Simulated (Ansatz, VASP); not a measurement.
**One calculation of Sb, two programs**

```xyz
4
Lattice="4.4665 0.0000 0.0000 0.0000 4.3613 0.0000 -1.3027 0.0000 6.2783" Properties=species:S:1:pos:R:3 pbc="T T T"
Sb    0.6277    1.0903    4.2923
Sb    3.1899    3.2710    4.7888
Sb   -0.0260    1.0903    1.4895
Sb    2.5361    3.2710    1.9860
```

Alike in both runs: task single point; functional LDA; k mesh 6 × 6 × 4; occupations fermi-dirac, width 0.05 eV; no spin polarisation.

|  | VASP | Ansatz |
| --- | --- | --- |
| version | VASP 6.6.1 | Ansatz 0.2.0 |
| potentials or method | VASP PAW LDA potentials, release 64 (Sb_d_GW) | Ansatz PAW |
| plane-wave cutoff (eV) | 500 | 420 |
| valence electrons in the cell | 60 | 60 |

```tsv
	VASP	Ansatz	Ansatz less VASP
gap on the k mesh at the Fermi level (eV)	none	none	-
pressure (GPa)	-1.6	-1.5	+0.06
traceless stress, the component that is largest in VASP (GPa)	0.44	0.45	+0.007
rms of the force components (eV/Å)	0.076	0.074	-0.0017
```

LDA's correlation is that of Perdew and Zunger in VASP and of Perdew and Wang (1992) in Ansatz. Atom by atom the forces differ by 0.005 eV/Å (rms over components). A gap of «none» marks a metal or a gap that the smearing closes.

Neither program's run includes spin-orbit coupling.
